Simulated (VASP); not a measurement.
# SiC6 in VASP: a series of runs

Runs on SiC6. Level: PBE. Tasks: single point.

Everything below comes from runs of VASP 6.6.1. Logs are shortened: lines on timing, memory, paths and dates and some standing lists are left out, and cuts for length are marked.

## 1. The cell of the first run

The cell holds an amorphous packing of atoms, 14 atoms: a = 5.263 Å, b = 5.133 Å, c = 5.339 Å, α = 87.44°, β = 86.81°, γ = 90.85°.

## 2. Single point, PBE

Input file INCAR:

```
PREC = Accurate
ENCUT = 520
EDIFF = 1E-7
ISMEAR = -1
SIGMA = 0.2482
LREAL = False
LASPH = True
NELM = 80
ALGO = Normal
ISIF = 2
LWAVE = False
LCHARG = True
GGA = PE
LELF = True
LVHAR = True
NBANDS = 41
ISYM = 0
```

Input file KPOINTS:

```
Automatic mesh
0
Gamma
  1 1 1
  0.25 0.25 0.25
```

Input file POSCAR:

```
SiC6
1.0
    5.2607330000     -0.0401340000      0.1481530000
   -0.0401340000      5.1317960000      0.1176100000
    0.1481530000      0.1176100000      5.3357620000
Si C
2 12
Direct
    0.5689864186      0.1288175287      0.6999610788
    0.9337731775      0.6053391031      0.9017793092
    0.7236559069      0.8178401589      0.4886008831
    0.4883743775      0.8740326287      0.1055545381
    0.2605476671      0.2602304429      1.0114299287
    0.2678272889      1.0002038355      0.1055687286
    0.5626710896      0.6575167586      0.9650996510
    0.2175056060      0.9874716738      0.4040233332
    0.1115504644      0.7663003031      0.5107995607
    0.6275277490      0.9571148037      0.3034289403
    0.2585012292      1.2239496090      0.5283392614
    0.1963575982      0.4820160877      0.3788741178
    0.1050904961      0.4530366099      0.1469368184
    0.5044822159      0.4151567037      0.9330871329
```

Potentials or basis: VASP PAW PBE potentials, release 64 (Si, C).

On the command line:

```console
> cat potpaw_PBE.64/Si/POTCAR potpaw_PBE.64/C/POTCAR > POTCAR
> mpirun -np 1 vasp_std > vasp.out
```

OUTCAR:

```text
PREC = Accurate
   ENCUT = 520
   EDIFF = 1E-7
   ISMEAR = -1
   LREAL = False
   LASPH = True
   NELM = 80
   ISIF = 2
   GGA = PE
   ISYM = 0

 ion  position               nearest neighbor table
   1  0.569  0.129  0.700-  11 1.97  14 1.99   3 2.14  10 2.34   5 2.38   4 2.49
   2  0.934  0.605  0.902-  13 1.79   7 1.99   9 2.35  14 2.44   5 2.56
   3  0.724  0.818  0.489-  10 1.32   1 2.14
   4  0.488  0.874  0.106-   6 1.34  10 1.40   7 1.42   1 2.49
   5  0.261  0.260  0.011-   6 1.41  13 1.48  14 1.53   1 2.38   2 2.56
   6  0.268  0.000  0.106-   4 1.34   5 1.41   8 1.60
   7  0.563  0.658  0.965-  14 1.30   4 1.42   2 1.99
   8  0.218  0.987  0.404-   9 1.35  11 1.43   6 1.60
   9  0.112  0.766  0.511-   8 1.35  12 1.70   2 2.35
  10  0.628  0.957  0.303-   3 1.32   4 1.40   1 2.34
  11  0.259  0.224  0.528-   8 1.43  12 1.56   1 1.97
  12  0.196  0.482  0.379-  13 1.37  11 1.56   9 1.70
  13  0.105  0.453  0.147-  12 1.37   5 1.48   2 1.79
  14  0.504  0.415  0.933-   7 1.30   5 1.53   1 1.99   2 2.44

IMPORTANT INFORMATION: All symmetrisations will be switched off!
NOSYMM: (Re-)initialisation of all symmetry stuff for point group C_1.

----------------------------------------------------------------------------------------

                                     Primitive cell

  volume of cell :     143.8542

  direct lattice vectors                    reciprocal lattice vectors
     5.260733000 -0.040134000  0.148153000     0.190249624  0.001609753 -0.005317961
    -0.040134000  5.131796000  0.117610000     0.001609753  0.194975659 -0.004342318
     0.148153000  0.117610000  5.335762000    -0.005317961 -0.004342318  0.187658027

  length of vectors
     5.262971760  5.133300404  5.339113929     0.190330743  0.195030650  0.187783577

  position of ions in fractional coordinates (direct lattice)
     0.568986419  0.128817529  0.699961079
     0.933773178  0.605339103  0.901779309
     0.723655907  0.817840159  0.488600883
     0.488374378  0.874032629  0.105554538
     0.260547667  0.260230443  0.011429929
     0.267827289  0.000203836  0.105568729
     0.562671090  0.657516759  0.965099651
     0.217505606  0.987471674  0.404023333
     0.111550464  0.766300303  0.510799561
     0.627527749  0.957114804  0.303428940
     0.258501229  0.223949609  0.528339261
     0.196357598  0.482016088  0.378874118
     0.105090496  0.453036610  0.146936818
     0.504482216  0.415156704  0.933087133

  ion indices of the primitive-cell ions
   primitive index   ion index
                 1           1
                 2           2
                 3           3
                 4           4
                 5           5
                 6           6
                 7           7
                 8           8
                 9           9
                10          10
                11          11
                12          12
                13          13
                14          14

----------------------------------------------------------------------------------------

 KPOINTS: Automatic mesh

Automatic generation of k-mesh.
 Grid dimensions read from file:
 generate k-points for:    1    1    1

 Generating k-lattice:

  Cartesian coordinates                     Fractional coordinates (reciprocal lattice)
     0.190249624  0.001609753 -0.005317961     1.000000000  0.000000000  0.000000000
     0.001609753  0.194975659 -0.004342318    -0.000000000  1.000000000  0.000000000
    -0.005317961 -0.004342318  0.187658027     0.000000000  0.000000000  1.000000000

  Length of vectors
     0.190330743  0.195030650  0.187783577

  Shift w.r.t. Gamma in fractional coordinates (k-lattice)
     0.250000000  0.250000000  0.250000000

 Subroutine IBZKPT returns following result:
 ===========================================

 Found      1 irreducible k-points:

 Following reciprocal coordinates:
            Coordinates               Weight
  0.250000  0.250000  0.250000      2.000000
   k-points           NKPTS =      1   k-points in BZ     NKDIM =      1   number of bands    NBANDS=     41
   number of dos      NEDOS =    301   number of ions     NIONS =     14
   total plane-waves  NPLWV =  64000
   dimension x,y,z NGX =    40 NGY =   40 NGZ =   40
   dimension x,y,z NGXF=    80 NGYF=   80 NGZF=   80
   ions per type =               2  12
   NGX,Y,Z   is equivalent  to a cutoff of  12.64, 12.95, 12.45 a.u.
   NGXF,Y,Z  is equivalent  to a cutoff of  25.27, 25.91, 24.91 a.u.
 SYSTEM =  unknown system
   PREC   = accura    normal or accurate (medium, high low for compatibility)
   ISTART =      0    job   : 0-new  1-cont  2-samecut
   ICHARG =      2    charge: 1-file 2-atom 10-const
   ISPIN  =      1    spin polarized calculation?
   LNONCOLLINEAR =      F non collinear calculations
   LSORBIT =      F    spin-orbit coupling
   LASPH  =      T    aspherical Exc in radial PAW
   ENCUT  =  520.0 eV  38.22 Ry    6.18 a.u.   9.79  9.54  9.93*2*pi/ulx,y,z
   NELM   =     80;   NELMIN=  2; NELMDL= -5     # of ELM steps
   EDIFF  = 0.1E-06   stopping-criterion for ELM
   LREAL  =      F    real-space projection
   EDIFFG = 0.1E-05   stopping-criterion for IOM
   NSW    =      0    number of steps for IOM
   IBRION =     -1    ionic relax: 0-MD 1-quasi-New 2-CG
   NFREE  =      0    steps in history (QN), initial steepest desc. (CG)
   ISIF   =      2    stress and relaxation
   ISYM   =      0    0-nonsym 1-usesym 2-fastsym
   POTIM  = 0.5000    time-step for ionic-motion
   TEBEG  =    0.0;   TEEND  =   0.0 temperature during run
   PSTRESS=    0.0 pullay stress
   NELECT =      56.0000    total number of electrons
   NUPDOWN=      -1.0000    fix difference up-down
   EMIN   =  10.00;   EMAX   =-10.00  energy-range for DOS
   EFERMI =   0.00;   METHOD = LEGACY
   ISMEAR =    -1;   SIGMA  =   0.25  broadening in eV -4-tet -1-fermi 0-gaus
   EFERMI_NEDOS =   21; number of points for ismear=-14 and -15
   IALGO  =     38    algorithm
   IMIX   =      4    mixing-type and parameters
     AMIX     =   0.40;   BMIX     =  1.00
     AMIX_MAG =   1.60;   BMIX_MAG =  1.00
  volume/ion in A,a.u.               =      10.28        69.34
  Fermi-wavevector in a.u.,A,eV,Ry     =   1.195354  2.258892 19.440982  1.428872
  Thomas-Fermi vector in A             =   2.331322
   LORBIT       =      0    0 simple, 1 ext, 2 COOP (PROOUT), +10 PAW based schemes
   GGA     = PE    functional components
   LHFCALC =     F    Hartree Fock is set to
   AEXX    =    0.0000 exact exchange contribution
   IVDW    =     0    specifies the selected vdW correction
   LEPSILON=     F    determine dielectric tensor
   LRPA    =     F    only Hartree local field effects (RPA)
 non-spin polarized calculation
  energy-cutoff  :      520.00
  volume of cell :      143.85
 maximum number of plane-waves:      3877
 NGX is ok and might be reduce to    40
   NGX = 19   NGY = 19   NGZ = 19

 number of electron      55.9999999 magnetization

 Free energy of the ion-electron system (eV)
  ---------------------------------------------------
  ext. energy  EPLUGINS =         0.00000000
  ---------------------------------------------------
  free energy    TOTEN  =      -101.76690781 eV

  energy without entropy =     -100.93759295  energy(sigma->0) =     -101.35225038

 E-fermi :   5.1490     XC(G=0): -10.3523

 val. band max:        4.9317401610   @ k =   0.2500   0.2500   0.2500
 cond. band min:       5.2892851907   @ k =   0.2500   0.2500   0.2500
 fundamental gap:      0.3575450296
 Fermi energy:         5.1489576756

 k-point     1 :       0.2500    0.2500    0.2500
  band No.  band energies     occupation
      1     -13.8046      2.00000
      2     -11.9292      2.00000
      3     -11.1249      2.00000
      4     -10.0556      2.00000
      5      -9.6229      2.00000
      6      -8.2221      2.00000
[... 32 lines left out ...]
     39      10.8739      0.00000
     40      11.4401      0.00000
 [bands above 40 left out]

------------------------ aborting loop because EDIFF is reached ----------------------------------------

  FORCE on cell =-STRESS in cart. coord.  units (eV):
  Direction    XX          YY          ZZ          XY          YZ          ZX
  --------------------------------------------------------------------------------------
  -------------------------------------------------------------------------------------
  Total        4.7609983     -2.6087818      4.3814965     -1.5991910      1.5098097      2.7540219
  in kB       53.0256533    -29.0553261     48.7989487    -17.8110013     16.8155166     30.6729384
  external PRESSURE =      24.2564253 kB  Pullay stress =       0.0000000 kB

 VOLUME and BASIS-vectors are now :
 -----------------------------------------------------------------------------
  energy-cutoff  :      520.00
  volume of cell :      143.85
      direct lattice vectors                 reciprocal lattice vectors
     5.260733000 -0.040134000  0.148153000     0.190249624  0.001609753 -0.005317961
    -0.040134000  5.131796000  0.117610000     0.001609753  0.194975659 -0.004342318
     0.148153000  0.117610000  5.335762000    -0.005317961 -0.004342318  0.187658027

 POSITION                                       TOTAL-FORCE (eV/Angst)
 -----------------------------------------------------------------------------------
      3.09182      0.72055      3.83427         0.250656      0.726231     -0.605563
      5.02164      3.17506      5.02121        -0.651672      2.176640     -2.518977
      3.84652      4.22541      2.81046         1.763688      2.864239      0.968036
      2.54977      4.47817      0.73836         2.635103     -2.431933     -3.089901
      1.36192      1.32634      0.13019         1.604263      1.249210      1.119201
      1.42460      0.00271      0.60299        -4.676019      2.714538      1.612289
      3.07666      3.46517      5.31023         3.553801      2.152955      1.046290
      1.16446      5.10629      2.30413        -1.182533      2.344509     -1.477948
      0.63176      3.98810      2.83216        -1.192807     -6.522572      1.820445
      3.30780      4.92222      1.82456         1.453591     -1.905282      1.129228
      1.42919      1.20103      2.88373         0.221397      2.213364     -0.795201
      1.06977      2.51029      2.10736        -2.266294      0.694807      3.354746
      0.55644      2.33795      0.85287         1.034947     -1.134105     -0.550249
      2.77552      2.21999      5.10230        -2.548123     -5.142600     -2.012394
 -----------------------------------------------------------------------------------
    total drift:                                0.000161      0.000100     -0.000260

  FREE ENERGIE OF THE ION-ELECTRON SYSTEM (eV)
  ---------------------------------------------------
  free  energy   TOTEN  =      -101.7669078080 eV

  energy  without entropy=     -100.9375929509  energy(sigma->0) =     -101.35225038
```

Wall time 30 s (1 thread of Intel Xeon 8259CL, shared host); peak memory 0.22 GiB.

What came out:

- Free energy: -101.7669 eV
- Pressure: 2.4 GPa
- Largest force: 6.876 eV/Å
- Band gap on the k mesh: 0.36 eV

Forces on the atoms (eV/Å):
```
Si   0.251  0.726 -0.606
Si  -0.652  2.177 -2.519
C    1.764  2.864  0.968
C    2.635 -2.432 -3.090
C    1.604  1.249  1.119
C   -4.676  2.715  1.612
C    3.554  2.153  1.046
C   -1.183  2.345 -1.478
C   -1.193 -6.523  1.820
C    1.454 -1.905  1.129
C    0.221  2.213 -0.795
C   -2.266  0.695  3.355
C    1.035 -1.134 -0.550
C   -2.548 -5.143 -2.012
```

Caveat: the k points lie up to 1.23 Å⁻¹ apart.

## 3. Single point, PBE

Input file INCAR:

```
ALGO = Normal
EDIFF = 1E-6
ENCUT = 520
GGA = PE
ISIF = 2
ISMEAR = -1
ISYM = 0
LASPH = T
LCHARG = T
LELF = T
LREAL = F
LVHAR = T
LWAVE = F
NBANDS = 41
NELM = 80
PREC = Accurate
SIGMA = 0.2482
```

KPOINTS is that of step 2.

Input file POSCAR:

```
SiC6
1.0
    5.2607330000     -0.0401340000      0.1481530000
   -0.0401340000      5.1317960000      0.1176100000
    0.1481530000      0.1176100000      5.3357620000
Si C
2 12
Direct
    0.4727869617     -0.0398554661      0.6795506611
    1.0138963845      0.6280253174      1.0022949208
    0.7739314863      0.8518003283      0.4696917688
    0.4633058707      0.6424742994      0.1266837694
    0.3201520740      0.1853576590      1.0405092273
    0.2976881967      0.9021167218      0.0071374347
    0.5910408759      0.5099612647      0.9478076377
    0.0363454602      0.8364202913      0.5582210977
    0.1205711086      0.5660333751      0.6322097656
    0.7181372443      0.7182434589      0.2314072853
    0.1801491336      1.0549224577      0.5010480106
    0.1621224919      0.3616716200      0.4650340227
    0.2226552964      0.3940443228      0.1868035713
    0.5016471500      0.2703267801      0.8369629937
```

Potentials or basis: VASP PAW PBE potentials, release 64 (Si, C).

On the command line:

```console
> cat potpaw_PBE.64/Si/POTCAR potpaw_PBE.64/C/POTCAR > POTCAR
> mpirun -np 1 vasp_std > vasp.out
```

OUTCAR:

```text
EDIFF = 1E-6
   ENCUT = 520
   GGA = PE
   ISIF = 2
   ISMEAR = -1
   ISYM = 0
   LASPH = T
   LREAL = F
   NELM = 80
   PREC = Accurate

 ion  position               nearest neighbor table
   1  0.473  0.960  0.680-  14 1.84  11 1.91   6 1.94   3 1.99   5 2.40   8 2.50
   2  0.014  0.628  0.002-  13 1.92  10 2.00   6 2.04   9 2.06   7 2.34   4 2.49   8 2.55
   3  0.774  0.852  0.470-   8 1.49  10 1.51   1 1.99
[... 220 lines left out ...]
  energy-cutoff  :      520.00
  volume of cell :      143.85
      direct lattice vectors                 reciprocal lattice vectors
     5.260733000 -0.040134000  0.148153000     0.190249624  0.001609753 -0.005317961
    -0.040134000  5.131796000  0.117610000     0.001609753  0.194975659 -0.004342318
     0.148153000  0.117610000  5.335762000    -0.005317961 -0.004342318  0.187658027

 POSITION                                       TOTAL-FORCE (eV/Angst)
 -----------------------------------------------------------------------------------
      2.54935      4.98821      3.80889         1.262334      0.426336     -1.117825
      0.04824      3.22261      0.08817        -0.804234      0.444733     -1.008767
      4.10685      4.39545      2.72100        -2.682343     -3.114223     -1.736243
      2.43031      3.29335      0.82016        -0.802770      2.411831      1.648689
      1.68280      0.94313      0.28538         0.818351     -1.838604     -0.974174
      1.53091      4.61837      0.18828        -0.622436     -2.276788      0.092557
      3.22926      2.70477      5.20482         3.131406     -2.839815     -6.927875
      0.24034      4.35653      3.08229        -1.552498     -0.477612     -3.029575
      0.70524      2.97428      3.45776        -0.728414     -0.090113      0.099150
      3.78339      3.68427      1.42560         0.497713      2.290040      4.267620
      1.01974      0.33355      2.70662         2.107543      2.371243      2.846507
      0.90726      1.90421      2.54787        -1.332048     -2.024527     -0.279425
      1.18319      2.03519      1.07607        -0.034146      1.826766      2.544049
      2.75218      1.46556      4.57195         0.741543      2.890732      3.575313
 -----------------------------------------------------------------------------------
    total drift:                               -0.000148     -0.000191     -0.000252

  FREE ENERGIE OF THE ION-ELECTRON SYSTEM (eV)
  ---------------------------------------------------
  free  energy   TOTEN  =      -107.2522561854 eV

  energy  without entropy=     -107.0170405784  energy(sigma->0) =     -107.13464838
```

stdout:

```text
POSCAR found type information on POSCAR SiC
 POSCAR found :  2 types and      14 ions
 scaLAPACK will be used
 LDA part: xc-table for (Slater+PW92), standard interpolation
 POSCAR, INCAR and KPOINTS ok, starting setup
 FFT: planning ... GRIDC
 FFT: planning ... GRID_SOFT
 FFT: planning ... GRID
 WAVECAR not read
 entering main loop
```

Run time: 31 s. Hardware: 1 thread of Intel Xeon 8259CL, shared host; peak memory 0.22 GiB.

What came out:

```yaml
Free_energy: -107.2523 eV
Pressure: -7.7 GPa
Largest_force: 8.116 eV/Å
Band_gap_on_the_k_mesh: 1.50 eV
```

Forces in eV/Å, atoms in the order of the input:
```
Si   1.262  0.426 -1.118
Si  -0.804  0.445 -1.009
C   -2.682 -3.114 -1.736
C   -0.803  2.412  1.649
C    0.818 -1.839 -0.974
C   -0.622 -2.277  0.093
C    3.131 -2.840 -6.928
C   -1.552 -0.478 -3.030
C   -0.728 -0.090  0.099
C    0.498  2.290  4.268
C    2.108  2.371  2.847
C   -1.332 -2.025 -0.279
C   -0.034  1.827  2.544
C    0.742  2.891  3.575
```

Stress tensor (GPa, compression positive):
```
 -2.77  -1.57   0.71
 -1.57 -16.50  -8.94
  0.71  -8.94  -3.85
```

Caveat: the k points lie up to 1.23 Å⁻¹ apart.
